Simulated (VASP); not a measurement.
# Sc2B3 (P3m1) in VASP: a series of runs

The runs below take Sc2B3 through single point, relaxation of cell and atoms, with PBE.

Everything below comes from runs of VASP 6.6.1. Logs are shortened: lines on timing, memory, paths and dates and some standing lists are left out, and cuts for length are marked.

## (1) The cell of the first run

Symmetry: P3m1, No. 156, trigonal system. Conventional cell: a = 3.420 Å, b = 3.420 Å, c = 6.872 Å, α = 90.00°, β = 90.00°, γ = 120.00°. Within 3.3 Å of Sc (site symmetry 3m) lie 6 B at 2.50 Å and 3 Sc at 3.29 Å. Sc (site symmetry 3m) has 3 B at 2.61 Å and 3 Sc at 3.29 Å within 3.4 Å. B (site symmetry m) has 4 B at 1.71 Å within 2.3 Å.

## (2) Single point, PBE

File INCAR:

```
PREC = Accurate
ENCUT = 520
EDIFF = 1E-6
ISMEAR = 0
SIGMA = 0.1
LREAL = F
LASPH = T
NELM = 60
ALGO = Normal
ISIF = 2
LWAVE = F
LCHARG = F
GGA = PE
NBANDS = 24
```

File KPOINTS:

```
regular mesh
0
Gamma
  12 12 6
```

File POSCAR:

```
Sc2B3
1.0
    3.4203587814      0.0000000000      0.0000000000
   -1.7101793907      2.9621175948      0.0000000000
    0.0000000000      0.0000000000      6.8724522698
Sc B
2 3
Direct
    0.3333333333      0.6666666667      0.1790182306
    0.0000000000      0.0000000000      0.5626894002
    0.8337762477      0.1662237523      0.9144019864
    0.8337762477      0.6675524953      0.9144019864
    0.3324475047      0.1662237523      0.9144019864
```

Potentials or basis: VASP PAW PBE potentials, release 64 (Sc_sv, B).

Launch:

```console
$ cat potpaw_PBE.64/Sc_sv/POTCAR potpaw_PBE.64/B/POTCAR > POTCAR
$ mpirun -np 1 vasp_std > vasp.out
```

OUTCAR:

```text
PREC = Accurate
   ENCUT = 520
   EDIFF = 1E-6
   ISMEAR = 0
   LREAL = F
   LASPH = T
   NELM = 60
   ISIF = 2
   GGA = PE

 ion  position               nearest neighbor table
   1  0.333  0.667  0.179-   4 2.50   5 2.50   3 2.50   3 2.50   4 2.50   5 2.50   2 3.29   2 3.29
                             2 3.29
   2  0.000  0.000  0.563-   3 2.61   5 2.61   4 2.61   1 3.29   1 3.29   1 3.29
   3  0.834  0.166  0.914-   5 1.71   4 1.71   5 1.71   4 1.71   1 2.50   1 2.50   2 2.61
   4  0.834  0.668  0.914-   3 1.71   5 1.71   3 1.71   5 1.71   1 2.50   1 2.50   2 2.61
   5  0.332  0.166  0.914-   3 1.71   4 1.71   3 1.71   4 1.71   1 2.50   1 2.50   2 2.61

  LATTYP: Found a hexagonal cell.
 ALAT       =     3.4203587814
 C/A-ratio  =     2.0092781807

  Lattice vectors:

 A1 = (   3.4203587814,   0.0000000000,   0.0000000000)
 A2 = (  -1.7101793907,   2.9621175948,   0.0000000000)
 A3 = (   0.0000000000,   0.0000000000,   6.8724522698)

Analysis of symmetry for initial positions (statically):
=====================================================================
 Subroutine PRICEL returns:
 Original cell was already a primitive cell.

 Routine SETGRP: Setting up the symmetry group for a
 hexagonal supercell.

 Subroutine GETGRP returns: Found  6 space group operations
 (whereof  6 operations were pure point group operations)
 out of a pool of 24 trial point group operations.

The static configuration has the point symmetry C_3v.

Analysis of symmetry for dynamics (positions and initial velocities):
=====================================================================
 Subroutine PRICEL returns:
 Original cell was already a primitive cell.

 Routine SETGRP: Setting up the symmetry group for a
 hexagonal supercell.

 Subroutine GETGRP returns: Found  6 space group operations
 (whereof  6 operations were pure point group operations)
 out of a pool of 24 trial point group operations.

The dynamic configuration has the point symmetry C_3v.

 Subroutine INISYM returns: Found  6 space group operations
 (whereof  6 operations are pure point group operations),
 and found     1 'primitive' translations

----------------------------------------------------------------------------------------

                                     Primitive cell

  volume of cell :      69.6283

[... 93 lines left out ...]
   NELM   =     60;   NELMIN=  2; NELMDL= -5     # of ELM steps
   EDIFF  = 0.1E-05   stopping-criterion for ELM
   LREAL  =      F    real-space projection
   EDIFFG = 0.1E-04   stopping-criterion for IOM
   NSW    =      0    number of steps for IOM
   IBRION =     -1    ionic relax: 0-MD 1-quasi-New 2-CG
   NFREE  =      0    steps in history (QN), initial steepest desc. (CG)
   ISIF   =      2    stress and relaxation
   ISYM   =      2    0-nonsym 1-usesym 2-fastsym
   POTIM  = 0.5000    time-step for ionic-motion
   TEBEG  =    0.0;   TEEND  =   0.0 temperature during run
   PSTRESS=    0.0 pullay stress
   NELECT =      31.0000    total number of electrons
   NUPDOWN=      -1.0000    fix difference up-down
   EMIN   =  10.00;   EMAX   =-10.00  energy-range for DOS
   EFERMI =   0.00;   METHOD = LEGACY
   ISMEAR =     0;   SIGMA  =   0.10  broadening in eV -4-tet -1-fermi 0-gaus
   EFERMI_NEDOS =   21; number of points for ismear=-14 and -15
   IALGO  =     38    algorithm
   IMIX   =      4    mixing-type and parameters
     AMIX     =   0.40;   BMIX     =  1.00
     AMIX_MAG =   1.60;   BMIX_MAG =  1.00
  volume/ion in A,a.u.               =      13.93        93.97
  Fermi-wavevector in a.u.,A,eV,Ry     =   1.250068  2.362285 21.261402  1.562669
  Thomas-Fermi vector in A             =   2.384079
   LORBIT       =      0    0 simple, 1 ext, 2 COOP (PROOUT), +10 PAW based schemes
   GGA     = PE    functional components
   LHFCALC =     F    Hartree Fock is set to
   AEXX    =    0.0000 exact exchange contribution
   IVDW    =     0    specifies the selected vdW correction
   LEPSILON=     F    determine dielectric tensor
   LRPA    =     F    only Hartree local field effects (RPA)
 non-spin polarized calculation
 Gauss-broadening in eV      SIGMA  =   0.10
  energy-cutoff  :      520.00
  volume of cell :       69.63
 maximum number of plane-waves:      1898
 NGX is ok and might be reduce to    28
   NGX = 13   NGY = 13   NGZ = 25

 number of electron      31.0000000 magnetization

 Free energy of the ion-electron system (eV)
  ---------------------------------------------------
  ext. energy  EPLUGINS =         0.00000000
  ---------------------------------------------------
  free energy    TOTEN  =       -32.64511022 eV

  energy without entropy =      -32.62060183  energy(sigma->0) =      -32.63285602

 E-fermi :   4.7063     XC(G=0): -10.4769

 val. band max:        4.7045747304   @ k =   0.3333   0.1667   0.0000
 cond. band min:       4.7071907339   @ k =   0.3333   0.1667   0.1667
 fundamental gap:      0.0026160035
 Fermi energy:         4.7062990666

 k-point     1 :       0.0000    0.0000    0.0000
  band No.  band energies     occupation
      1     -45.0219      2.00000
      2     -44.5427      2.00000
      3     -23.6815      2.00000
      4     -23.5454      2.00000
      5     -23.5454      2.00000
      6     -23.1549      2.00000
[... 637 lines left out ...]
     23       8.1298      0.00000
     24       8.2088      0.00000

 [... further k-points ...]

------------------------ aborting loop because EDIFF is reached ----------------------------------------

  FORCE on cell =-STRESS in cart. coord.  units (eV):
  Direction    XX          YY          ZZ          XY          YZ          ZX
  --------------------------------------------------------------------------------------
  -------------------------------------------------------------------------------------
  Total        0.0385608      0.0385608      0.0898570      0.0000000      0.0000000      0.0000000
  in kB        0.8872998      0.8872998      2.0676479      0.0000000      0.0000000      0.0000000
  external PRESSURE =       1.2807492 kB  Pullay stress =       0.0000000 kB

 VOLUME and BASIS-vectors are now :
 -----------------------------------------------------------------------------
  energy-cutoff  :      520.00
  volume of cell :       69.63
      direct lattice vectors                 reciprocal lattice vectors
     3.420358781  0.000000000  0.000000000     0.292366990  0.168798160  0.000000000
    -1.710179391  2.962117595  0.000000000     0.000000000  0.337596320  0.000000000
     0.000000000  0.000000000  6.872452270     0.000000000  0.000000000  0.145508468

 POSITION                                       TOTAL-FORCE (eV/Angst)
 -----------------------------------------------------------------------------------
     -0.00000      1.97475      1.23029         0.000000      0.000000      0.038944
      0.00000      0.00000      3.86706         0.000000      0.000000     -0.016100
      2.56754      0.49237      6.28418        -0.003360      0.001940     -0.007615
      1.71018      1.97737      6.28418         0.000000     -0.003880     -0.007615
      0.85282      0.49237      6.28418         0.003360      0.001940     -0.007615
 -----------------------------------------------------------------------------------
    total drift:                                0.000000     -0.000000     -0.000187

  FREE ENERGIE OF THE ION-ELECTRON SYSTEM (eV)
  ---------------------------------------------------
  free  energy   TOTEN  =       -32.6451102175 eV

  energy  without entropy=      -32.6206018296  energy(sigma->0) =      -32.63285602
```

OSZICAR:

```text
N       E                     dE             d eps       ncg     rms          rms(c)
DAV:   1     0.405172049236E+03    0.40517E+03   -0.13989E+04  4808   0.130E+03
DAV:   2    -0.769191575514E+01   -0.41286E+03   -0.40151E+03  5408   0.491E+02
DAV:   3    -0.399097598322E+02   -0.32218E+02   -0.29951E+02  8064   0.154E+02
DAV:   4    -0.409296017817E+02   -0.10198E+01   -0.98922E+00  7752   0.239E+01
DAV:   5    -0.409434925744E+02   -0.13891E-01   -0.13827E-01  7424   0.313E+00    0.135E+01
DAV:   6    -0.341262909681E+02    0.68172E+01   -0.50604E+01  7992   0.448E+01    0.634E+00
DAV:   7    -0.330643037104E+02    0.10620E+01   -0.10164E+01  8496   0.299E+01    0.433E+00
DAV:   8    -0.327373835473E+02    0.32692E+00   -0.11894E+00  8616   0.926E+00    0.264E+00
DAV:   9    -0.326525520692E+02    0.84831E-01   -0.36441E-01  7168   0.536E+00    0.806E-01
DAV:  10    -0.326456618808E+02    0.68902E-02   -0.22901E-02  7608   0.200E+00    0.354E-01
DAV:  11    -0.326451035758E+02    0.55831E-03   -0.37995E-03  7848   0.781E-01    0.632E-02
DAV:  12    -0.326451063731E+02   -0.27973E-05   -0.29518E-04  7304   0.142E-01    0.227E-02
DAV:  13    -0.326451099829E+02   -0.36098E-05   -0.35493E-05  7872   0.869E-02    0.918E-03
DAV:  14    -0.326451102175E+02   -0.23464E-06   -0.36625E-06  6352   0.227E-02
   1 F= -.32645110E+02 E0= -.32632856E+02  d E =-.245084E-01
```

stdout:

```text
POSCAR found type information on POSCAR ScB
 POSCAR found :  2 types and       5 ions
 scaLAPACK will be used
 LDA part: xc-table for (Slater+PW92), standard interpolation
 POSCAR, INCAR and KPOINTS ok, starting setup
 FFT: planning ... GRIDC
 FFT: planning ... GRID_SOFT
 FFT: planning ... GRID
 WAVECAR not read
 entering main loop
```

It took 3 min on 1 thread of Oxide Virtual Turin-like, shared host; peak memory 0.25 GiB.

Results:

| Property | Result |
| --- | --- |
| Free energy | -32.6451 eV |
| Pressure | 0.1 GPa |
| Largest force | 0.039 eV/Å |

Forces on the atoms (eV/Å):
```
Sc   0.000  0.000  0.039
Sc   0.000  0.000 -0.016
B   -0.003  0.002 -0.008
B    0.000 -0.004 -0.008
B    0.003  0.002 -0.008
```

## (3) Relaxation of cell and atoms, PBE

File INCAR:

```
SYSTEM = Sc2B3
PREC = Accurate
ENCUT = 600
EDIFF = 1E-6
ISMEAR = 0
SIGMA = 0.1
LREAL = .FALSE.
LASPH = .TRUE.
NELM = 100
ALGO = Normal
ISIF = 3
LWAVE = .FALSE.
LCHARG = .FALSE.
GGA = PE
IBRION = 2
NSW = 100
EDIFFG = -0.01
```

File KPOINTS:

```
Automatic mesh
0
G
  12 12 6
  0 0 0
```

File POSCAR:

```
Sc2B3
1.0
    3.4211974421      0.0000000000      0.0000000000
   -1.7105987210      2.9628438962      0.0000000000
    0.0000000000      0.0000000000      6.8658211896
Sc B
2 3
Direct
    0.3333333333      0.6666666667      0.1795519822
    0.0000000000      0.0000000000      0.5625562807
    0.8338205272      0.1661794728      0.9142684424
    0.8338205272      0.6676410544      0.9142684424
    0.3323589456      0.1661794728      0.9142684424
```

Potentials or basis: VASP PAW PBE potentials, release 64 (Sc_sv, B).

Launch:

```console
$ cat potpaw_PBE.64/Sc_sv/POTCAR potpaw_PBE.64/B/POTCAR > POTCAR
$ mpirun -np 1 vasp_std > vasp.out
```

Run time: 10 min. Hardware: 1 thread of Oxide Virtual Turin-like, shared host; peak memory 0.28 GiB.

It converged, with:

* Free energy: -32.6479 eV
* Relaxed volume: 13.94 Å³/atom
* Relaxed cell: a = 3.421 Å, b = 3.421 Å, c = 6.878 Å, α = 90.00°, β = 90.00°, γ = 120.00°
* Space group after relaxing (to 0.05 Å): P3m1 (No. 156)
* Energy gained by relaxing: 0.0 meV/atom
* Ionic steps: 6
* Pressure after relaxing: 0.0 GPa

The path:
```tsv
step	energy change (eV)	largest force (eV/Å)	pressure (GPa)	volume (Å³)
1	0.0000	0.0218	0.12	69.60
2	-0.0001	0.0376	-0.02	69.70
3	-0.0001	0.0230	0.02	69.67
4	-0.0001	0.0127	-0.04	69.73
5	-0.0001	0.0138	-0.02	69.72
6	-0.0001	0.0019	0.01	69.71
```

Final structure:
```
CELL_PARAMETERS angstrom
3.42109 0.00000 0.00000
-1.71054 2.96275 0.00000
0.00000 0.00000 6.87755
ATOMIC_POSITIONS crystal
Sc 0.33333 0.66667 0.17932
Sc 0.00000 0.00000 0.56248
B 0.83376 0.16624 0.91437
B 0.83376 0.66753 0.91437
B 0.33247 0.16624 0.91437
```

Levels at points of the mesh, in eV from the Fermi level:
```
           k point  band 11  band 12  band 13  band 14  band 15  band 16  band 17  band 18  band 19
(0.00, 0.00, 0.00)    -6.25    -3.49    -2.33    -2.33    -0.50     0.65     0.65     1.27     1.39
(0.50, 0.00, 0.00)    -5.02    -3.69    -3.07    -2.32    -0.72    -0.13     0.37     1.24     1.83
(0.00, 0.00, 0.50)    -6.60    -2.44    -2.33    -2.33    -1.15     0.58     0.58     1.20     1.47
(0.50, 0.00, 0.50)    -5.01    -3.70    -3.04    -2.39    -0.80    -0.36     0.55     1.21     1.59
```
